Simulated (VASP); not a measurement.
# Bi (R-3m) in VASP: notebook

The runs below take Bi through single point, relaxation of cell and atoms, with PBE.

All numbers are computed with VASP 6.6.1; they aren't measurements. Logs are shortened: lines on timing, memory, paths and dates and some standing lists are left out, and cuts for length are marked.

## (1) The cell of the first run

The structure is trigonal, space group R-3m (No. 166). Conventional cell: a = 4.598 Å, b = 4.598 Å, c = 12.370 Å, α = 90.00°, β = 90.00°, γ = 120.00°. Bi (site symmetry 3m) has 6 Bi at 3.11 to 3.65 Å within 4.1 Å.

## (2) Single point, PBE

INCAR

```
PREC     = Accurate       # precision mode
ENCUT    = 520            # plane-wave cutoff, eV
EDIFF    = 1E-6           # SCF threshold, eV
ISMEAR   = -1             # smearing method
SIGMA    = 0.05           # smearing width, eV
LREAL    = F              # projectors in reciprocal space
LASPH    = T              # aspherical terms in the spheres
NELM     = 60             # most SCF steps
ALGO     = Normal         # electronic algorithm
ISIF     = 2              # what is computed and relaxed
LWAVE    = F              # write WAVECAR
LCHARG   = F              # write CHGCAR
GGA      = PE             # functional
NBANDS   = 22             # bands
```

KPOINTS

```
regular mesh
0
Gamma
  10 10 10
```

POSCAR

```
Bi
1.0
    2.2989246799     -1.3272847828      4.1234710779
    0.0000000000      2.6545695656      4.1234710779
   -2.2989246799     -1.3272847828      4.1234710779
Bi
2
Direct
    0.2322925821      0.2322925821      0.2322925821
   -0.2322925821     -0.2322925821     -0.2322925821
```

Potentials or basis: VASP PAW PBE potentials, release 64 (Bi_d).

The run is started by

```sh
$ cat potpaw_PBE.64/Bi_d/POTCAR > POTCAR
$ mpirun -np 1 vasp_std > vasp.out
```

OUTCAR:

```text
PREC = Accurate
   ENCUT = 520
   EDIFF = 1E-6
   ISMEAR = -1
   LREAL = F
   LASPH = T
   NELM = 60
   ISIF = 2
   GGA = PE

 ion  position               nearest neighbor table
   1  0.232  0.232  0.232-   2 3.11   2 3.11   2 3.11   2 3.65   2 3.65   2 3.65
   2  0.768  0.768  0.768-   1 3.11   1 3.11   1 3.11   1 3.65   1 3.65   1 3.65

  LATTYP: Found a trigonal (rhomboedric) cell.
 ALAT       =     4.9040547824
 COS(alpha) =     0.5604899047

  Lattice vectors:

 A1 = (   2.2989246799,  -1.3272847828,   4.1234710779)
 A2 = (   0.0000000000,   2.6545695656,   4.1234710779)
 A3 = (  -2.2989246799,  -1.3272847828,   4.1234710779)

Analysis of symmetry for initial positions (statically):
=====================================================================
 Subroutine PRICEL returns:
 Original cell was already a primitive cell.

 Routine SETGRP: Setting up the symmetry group for a
 trigonal (rhombohedral) supercell.

 Subroutine GETGRP returns: Found 12 space group operations
 (whereof 12 operations were pure point group operations)
 out of a pool of 12 trial point group operations.

The static configuration has the point symmetry D_3d.

Analysis of symmetry for dynamics (positions and initial velocities):
=====================================================================
 Subroutine PRICEL returns:
 Original cell was already a primitive cell.

 Routine SETGRP: Setting up the symmetry group for a
 trigonal (rhombohedral) supercell.

 Subroutine GETGRP returns: Found 12 space group operations
 (whereof 12 operations were pure point group operations)
 out of a pool of 12 trial point group operations.

The dynamic configuration has the point symmetry D_3d.

 Subroutine INISYM returns: Found 12 space group operations
 (whereof 12 operations are pure point group operations),
 and found     1 'primitive' translations

----------------------------------------------------------------------------------------

                                     Primitive cell

  volume of cell :      75.4924

  direct lattice vectors                    reciprocal lattice vectors
     2.298924680 -1.327284783  4.123471078     0.217492989 -0.125569636  0.080838043
     0.000000000  2.654569566  4.123471078     0.000000000  0.251139271  0.080838043
    -2.298924680 -1.327284783  4.123471078    -0.217492989 -0.125569636  0.080838043

  length of vectors
     4.904054782  4.904054782  4.904054782     0.263828965  0.263828965  0.263828965

  position of ions in fractional coordinates (direct lattice)
     0.232292582  0.232292582  0.232292582
     0.767707418  0.767707418  0.767707418

  ion indices of the primitive-cell ions
   primitive index   ion index
                 1           1
                 2           2

----------------------------------------------------------------------------------------

 KPOINTS: regular mesh

Automatic generation of k-mesh.
 Grid dimensions read from file:
 generate k-points for:   10   10   10

 Generating k-lattice:

  Cartesian coordinates                     Fractional coordinates (reciprocal lattice)
     0.021749299 -0.012556964  0.008083804     0.100000000  0.000000000  0.000000000
     0.000000000  0.025113927  0.008083804     0.000000000  0.100000000  0.000000000
    -0.021749299 -0.012556964  0.008083804     0.000000000  0.000000000  0.100000000

  Length of vectors
     0.026382897  0.026382897  0.026382897

  Shift w.r.t. Gamma in fractional coordinates (k-lattice)
     0.000000000  0.000000000  0.000000000

 Subroutine IBZKPT returns following result:
 ===========================================

 Found    116 irreducible k-points:

 Following reciprocal coordinates:
            Coordinates               Weight
  0.000000  0.000000  0.000000      1.000000
  0.100000  0.000000  0.000000      6.000000
  0.200000  0.000000  0.000000      6.000000
  0.300000  0.000000  0.000000      6.000000
  0.400000  0.000000  0.000000      6.000000
  0.500000  0.000000  0.000000      3.000000
[... 16 lines left out ...]
  0.300000  0.300000  0.000000      6.000000
  0.400000  0.300000  0.000000     12.000000
 [... further k-points ...]
   k-points           NKPTS =    116   k-points in BZ     NKDIM =    116   number of bands    NBANDS=     22
   number of dos      NEDOS =    301   number of ions     NIONS =      2
   total plane-waves  NPLWV =  46656
   dimension x,y,z NGX =    36 NGY =   36 NGZ =   36
   dimension x,y,z NGXF=    72 NGYF=   72 NGZF=   72
   ions per type =               2
   NGX,Y,Z   is equivalent  to a cutoff of  12.20, 12.20, 12.20 a.u.
   NGXF,Y,Z  is equivalent  to a cutoff of  24.41, 24.41, 24.41 a.u.
 SYSTEM =  unknown system
   PREC   = accura    normal or accurate (medium, high low for compatibility)
   ISTART =      0    job   : 0-new  1-cont  2-samecut
   ICHARG =      2    charge: 1-file 2-atom 10-const
   ISPIN  =      1    spin polarized calculation?
   LNONCOLLINEAR =      F non collinear calculations
   LSORBIT =      F    spin-orbit coupling
   LASPH  =      T    aspherical Exc in radial PAW
   ENCUT  =  520.0 eV  38.22 Ry    6.18 a.u.   9.12  9.12  9.12*2*pi/ulx,y,z
   NELM   =     60;   NELMIN=  2; NELMDL= -5     # of ELM steps
   EDIFF  = 0.1E-05   stopping-criterion for ELM
   LREAL  =      F    real-space projection
   EDIFFG = 0.1E-04   stopping-criterion for IOM
   NSW    =      0    number of steps for IOM
   IBRION =     -1    ionic relax: 0-MD 1-quasi-New 2-CG
   NFREE  =      0    steps in history (QN), initial steepest desc. (CG)
   ISIF   =      2    stress and relaxation
   ISYM   =      2    0-nonsym 1-usesym 2-fastsym
   POTIM  = 0.5000    time-step for ionic-motion
   TEBEG  =    0.0;   TEEND  =   0.0 temperature during run
   PSTRESS=    0.0 pullay stress
   NELECT =      30.0000    total number of electrons
   NUPDOWN=      -1.0000    fix difference up-down
   EMIN   =  10.00;   EMAX   =-10.00  energy-range for DOS
   EFERMI =   0.00;   METHOD = LEGACY
   ISMEAR =    -1;   SIGMA  =   0.05  broadening in eV -4-tet -1-fermi 0-gaus
   EFERMI_NEDOS =   21; number of points for ismear=-14 and -15
   IALGO  =     38    algorithm
   IMIX   =      4    mixing-type and parameters
     AMIX     =   0.40;   BMIX     =  1.00
     AMIX_MAG =   1.60;   BMIX_MAG =  1.00
  volume/ion in A,a.u.               =      37.75       254.72
  Fermi-wavevector in a.u.,A,eV,Ry     =   1.203596  2.274467 19.710004  1.448644
  Thomas-Fermi vector in A             =   2.339345
   LORBIT       =      0    0 simple, 1 ext, 2 COOP (PROOUT), +10 PAW based schemes
   GGA     = PE    functional components
   LHFCALC =     F    Hartree Fock is set to
   AEXX    =    0.0000 exact exchange contribution
   IVDW    =     0    specifies the selected vdW correction
   LEPSILON=     F    determine dielectric tensor
   LRPA    =     F    only Hartree local field effects (RPA)
 non-spin polarized calculation
  energy-cutoff  :      520.00
  volume of cell :       75.49
 maximum number of plane-waves:      2073
   NGX = 19   NGY = 19   NGZ = 19

 number of electron      29.9999997 magnetization

 Free energy of the ion-electron system (eV)
  ---------------------------------------------------
  ext. energy  EPLUGINS =         0.00000000
  ---------------------------------------------------
  free energy    TOTEN  =        -7.77469740 eV

  energy without entropy =       -7.77236042  energy(sigma->0) =       -7.77352891

 E-fermi :   5.5695     XC(G=0):  -9.1987

 val. band max:        5.5589469438   @ k =  -0.4000   0.5000   0.4000
 cond. band min:       5.5696256019   @ k =   0.4000   0.1000   0.1000
 fundamental gap:      0.0106786581
 Fermi energy:         5.5694682593

 k-point     1 :       0.0000    0.0000    0.0000
  band No.  band energies     occupation
      1     -17.2605      2.00000
      2     -17.2605      2.00000
      3     -17.1338      2.00000
      4     -17.1338      2.00000
      5     -17.1196      2.00000
      6     -16.9816      2.00000
[... 14 lines left out ...]
     21      11.4963      0.00000
     22      11.4963      0.00000

 k-point     2 :       0.1000    0.0000    0.0000
  band No.  band energies     occupation
      1     -17.2552      2.00000
      2     -17.2528      2.00000
      3     -17.1314      2.00000
      4     -17.1291      2.00000
      5     -17.1157      2.00000
      6     -16.9851      2.00000
[... 14 lines left out ...]
     21      11.5723      0.00000
     22      12.1580      0.00000

 k-point     3 :       0.2000    0.0000    0.0000
  band No.  band energies     occupation
      1     -17.2405      2.00000
      2     -17.2305      2.00000
      3     -17.1260      2.00000
      4     -17.1158      2.00000
      5     -17.1036      2.00000
      6     -16.9972      2.00000
[... 14 lines left out ...]
     21      11.9855      0.00000
     22      13.6814      0.00000

 k-point     4 :       0.3000    0.0000    0.0000
  band No.  band energies     occupation
      1     -17.2200      2.00000
      2     -17.1960      2.00000
      3     -17.1198      2.00000
      4     -17.0960      2.00000
      5     -17.0840      2.00000
      6     -17.0184      2.00000
[... 14 lines left out ...]
     21      12.7966      0.00000
     22      15.2099      0.00000

 k-point     5 :       0.4000    0.0000    0.0000
  band No.  band energies     occupation
      1     -17.2007      2.00000
      2     -17.1544      2.00000
      3     -17.1145      2.00000
      4     -17.0730      2.00000
      5     -17.0674      2.00000
      6     -17.0393      2.00000
[... 14 lines left out ...]
     21      13.9152      0.00000
     22      14.6638      0.00000

 k-point     6 :       0.5000    0.0000    0.0000
  band No.  band energies     occupation
      1     -17.1924      2.00000
      2     -17.1254      2.00000
      3     -17.1108      2.00000
      4     -17.0841      2.00000
      5     -17.0540      2.00000
      6     -17.0430      2.00000
[... 14 lines left out ...]
     21      14.5576      0.00000
     22      14.7606      0.00000

 k-point     7 :       0.1000    0.1000    0.0000
  band No.  band energies     occupation
      1     -17.2595      2.00000
      2     -17.2456      2.00000
      3     -17.1330      2.00000
      4     -17.1270      2.00000
      5     -17.1145      2.00000
      6     -16.9861      2.00000
[... 324 lines left out ...]
      6     -17.0484      2.00000
[... 14 lines left out ...]
     21      13.3891      0.00000
     22      15.3889      0.00000

 k-point    21 :      -0.3000    0.2000   -0.0000
  band No.  band energies     occupation
      1     -17.2219      2.00000
      2     -17.1239      2.00000
      3     -17.1065      2.00000
      4     -17.0892      2.00000
      5     -17.0698      2.00000
      6     -17.0369      2.00000
[... 14 lines left out ...]
     21      13.9911      0.00000
     22      14.7462      0.00000

 k-point    22 :      -0.2000    0.2000    0.0000
  band No.  band energies     occupation
      1     -17.2337      2.00000
      2     -17.1636      2.00000
      3     -17.1141      2.00000
      4     -17.1045      2.00000
      5     -17.0615      2.00000
      6     -17.0412      2.00000
[... 14 lines left out ...]
     21      13.4996      0.00000
     22      14.5126      0.00000

 k-point    23 :       0.3000    0.3000    0.0000
  band No.  band energies     occupation
      1     -17.2535      2.00000
      2     -17.1625      2.00000
      3     -17.1368      2.00000
      4     -17.0861      2.00000
      5     -17.0799      2.00000
      6     -17.0187      2.00000
[... 14 lines left out ...]
     21      13.7556      0.00000
     22      13.8774      0.00000

 k-point    24 :       0.4000    0.3000    0.0000
  band No.  band energies     occupation
      1     -17.2469      2.00000
      2     -17.1448      2.00000
      3     -17.1330      2.00000
      4     -17.0824      2.00000
      5     -17.0644      2.00000
      6     -17.0320      2.00000
[... 14 lines left out ...]
     21      14.5543      0.00000
     22      14.6432      0.00000

 [... further k-points ...]

------------------------ aborting loop because EDIFF is reached ----------------------------------------

  FORCE on cell =-STRESS in cart. coord.  units (eV):
  Direction    XX          YY          ZZ          XY          YZ          ZX
  --------------------------------------------------------------------------------------
  -------------------------------------------------------------------------------------
  Total       -0.2914508     -0.2914508     -0.2894042      0.0000000      0.0000000      0.0000000
  in kB       -6.1854711     -6.1854711     -6.1420353      0.0000000      0.0000000      0.0000000
  external PRESSURE =      -6.1709925 kB  Pullay stress =       0.0000000 kB

 VOLUME and BASIS-vectors are now :
 -----------------------------------------------------------------------------
  energy-cutoff  :      520.00
  volume of cell :       75.49
      direct lattice vectors                 reciprocal lattice vectors
     2.298924680 -1.327284783  4.123471078     0.217492989 -0.125569636  0.080838043
     0.000000000  2.654569566  4.123471078     0.000000000  0.251139271  0.080838043
    -2.298924680 -1.327284783  4.123471078    -0.217492989 -0.125569636  0.080838043

 POSITION                                       TOTAL-FORCE (eV/Angst)
 -----------------------------------------------------------------------------------
      0.00000      0.00000      2.87356         0.000000      0.000000      0.007206
      0.00000      0.00000      9.49686         0.000000      0.000000     -0.007206
 -----------------------------------------------------------------------------------
    total drift:                               -0.000000     -0.000000      0.000000

  FREE ENERGIE OF THE ION-ELECTRON SYSTEM (eV)
  ---------------------------------------------------
  free  energy   TOTEN  =        -7.7746974028 eV

  energy  without entropy=       -7.7723604174  energy(sigma->0) =       -7.77352891
```

It took 86 s on 1 thread of Intel Xeon 6975P-C, shared host; peak memory 0.3 GiB.

What came out:

- Free energy: -7.7747 eV
- Pressure: -0.6 GPa
- Largest force: 0.007 eV/Å
- Band gap on the k mesh: zero (band 15 reaches 5.56 eV, above the bottom of band 16 at 5.38 eV)

Forces on the atoms (eV/Å):
```
Bi   0.000  0.000  0.007
Bi   0.000  0.000 -0.007
```

Levels at points of the mesh, in eV from the Fermi level:
| k point | band 13 | band 14 | band 15 | band 16 | band 17 | band 18 |
| --- | --- | --- | --- | --- | --- | --- |
| (0.00, 0.00, 0.00) | -1.47 | -1.05 | -1.05 | 2.27 | 2.78 | 2.78 |
| (0.50, 0.00, 0.00) | -1.48 | -1.19 | -0.32 | -0.18 | 0.59 | 1.20 |
| (0.50, 0.50, 0.00) | -4.28 | -2.79 | -2.59 | 2.38 | 4.55 | 5.25 |
| (0.50, 0.50, 0.50) | -0.90 | -0.54 | -0.54 | 0.82 | 0.88 | 0.88 |

Caveat: spin-orbit coupling is left out, which moves the levels of the heavy elements.

## (3) Relaxation of cell and atoms, PBE, target pressure -0.57 GPa, at which the enthalpy is minimised

This run uses another cell than the first one, of 35.42 Å³/atom, 0.938 times its volume.

INCAR

```
SYSTEM = Bi
PREC = Accurate
ENCUT = 600
EDIFF = 1E-6
ISMEAR = -1
SIGMA = 0.05
LREAL = .False.
LASPH = .True.
NELM = 100
ALGO = Normal
ISIF = 3
LWAVE = .False.
LCHARG = .False.
GGA = PE
IBRION = 2
NSW = 60
EDIFFG = -0.005
PSTRESS = -5.699999999999999
```

KPOINTS

```
Automatic mesh
0
Gamma
  10 10 10
  0 0 0
```

POSCAR

```
Bi
1.0
    2.2621493651     -1.3060525449      3.9964638784
    0.0000000000      2.6121050898      3.9964638784
   -2.2621493651     -1.3060525449      3.9964638784
Bi
2
Direct
    0.2320000000      0.2320000000      0.2320000000
   -0.2320000000     -0.2320000000     -0.2320000000
```

Potentials or basis: VASP PAW PBE potentials, release 64 (Bi_d).

The run is started by

```sh
$ cat potpaw_PBE.64/Bi_d/POTCAR > POTCAR
$ mpirun -np 1 vasp_std > vasp.out
```

Wall time 14 min (1 thread of Oxide Virtual Turin-like, shared host); peak memory 0.32 GiB.

The run converged. Its results:

```yaml
Free_energy: -7.7749 eV
Relaxed_volume: 37.60 Å³/atom
Relaxed_cell: a = 4.890 Å, b = 4.890 Å, c = 4.890 Å, α = 56.10°, β = 56.10°, γ = 56.10°
Space_group_after_relaxing_to_0.05_Å: R-3m (No. 166)
Energy_change_on_relaxing_the_enthalpy_is_what_falls: -12.0 meV/atom
Ionic_steps: 9
Pressure_after_relaxing: -0.6 GPa
Band_gap_on_the_k_mesh: zero (band 15 reaches 5.59 eV, above the bottom of band 16 at 5.42 eV)
```

Step by step:
| step | energy change (eV) | largest force (eV/Å) | pressure (GPa) | volume (Å³) |
| --- | --- | --- | --- | --- |
| 1 | 0.0000 | 0.3781 | 2.29 | 70.84 |
| 2 | -0.0026 | 0.1889 | -1.94 | 77.53 |
| 3 | -0.0244 | 0.0015 | -0.56 | 74.97 |
| 4 | -0.0241 | 0.0071 | -0.62 | 75.05 |
| 5 | -0.0242 | 0.0132 | -0.61 | 75.07 |
| 6 | -0.0242 | 0.0326 | -0.60 | 75.14 |
| 7 | -0.0246 | 0.0066 | -0.51 | 75.03 |
| 8 | -0.0246 | 0.0104 | -0.51 | 75.04 |
| 9 | -0.0241 | 0.0013 | -0.58 | 75.21 |

Final structure:
```yaml
crystal:
  lattice:
    - [2.29937, -1.32754, 4.10626]
    - [0.00000, 2.65509, 4.10626]
    - [-2.29937, -1.32754, 4.10626]
  atoms:
    - { symbol: Bi, position: [0.23264, 0.23264, 0.23264] }
    - { symbol: Bi, position: [0.76736, 0.76736, 0.76736] }
```

Levels at points of the mesh, in eV from the Fermi level:
```tsv
k point	band 13	band 14	band 15	band 16	band 17	band 18
(0.00, 0.00, 0.00)	-1.46	-1.05	-1.05	2.31	2.80	2.80
(0.50, 0.00, 0.00)	-1.44	-1.17	-0.31	-0.19	0.58	1.17
(0.50, 0.50, 0.00)	-4.30	-2.80	-2.61	2.40	4.58	5.25
(0.50, 0.50, 0.50)	-0.89	-0.53	-0.53	0.80	0.86	0.86
```

Caveat: the cell is relaxed towards a set pressure, so the enthalpy falls and the energy may rise; spin-orbit coupling is left out, which moves the levels of the heavy elements.

(Continued in part 2 of 2.)
